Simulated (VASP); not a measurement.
Runs of VASP 6.6.1 on Al. The structure is that of space group Ia-3d (No. 230), or close to it. The cells are those of the table. The cell was built from a structure type or drawn by symmetry, and may not be a known phase.

| task | cell | k mesh | cutoff (eV) | gap on the mesh (eV) | pressure (GPa) | relaxed volume (Å³/atom) |
| --- | --- | --- | --- | --- | --- | --- |
| relaxation of cell and atoms | relaxed from a = 6.256 Å, angles 109.5°, 8 atoms | 8 × 8 × 8 | 600 | none | 0.0 | (a) |
| single point | a = 6.266 Å, angles 109.5°, 8 atoms | 8 × 8 × 8 | 520 | none | 0.0 | - |
| single point | a = 5.602 Å, angles 109.5°, 8 atoms | 4 × 4 × 4 | 520 | none | 29.5 | - |
| relaxation of cell and atoms | relaxed from a = 5.602 Å, angles 109.5°, 8 atoms | 4 × 4 × 4 | 600 | none | 0.0 | 23.77 |
| single point | a = 6.256 Å, angles 109.5°, 8 atoms | 4 × 4 × 4 | 520 | none | 0.4 | - |

Alike in all rows: level PBE; potentials or basis VASP PAW PBE potentials, release 64 (Al); no spin polarisation; smearing gaussian 0.1 eV.

**Question.** Estimate the missing entries.

**Answer.** (a) 23.65.

Caveats: the cell stands under pressure (at least some runs); the volume moved by over 15 % at a fixed basis, so the end points are rough (at least some runs).

A gap of «none» marks levels without a gap at the run's occupations.
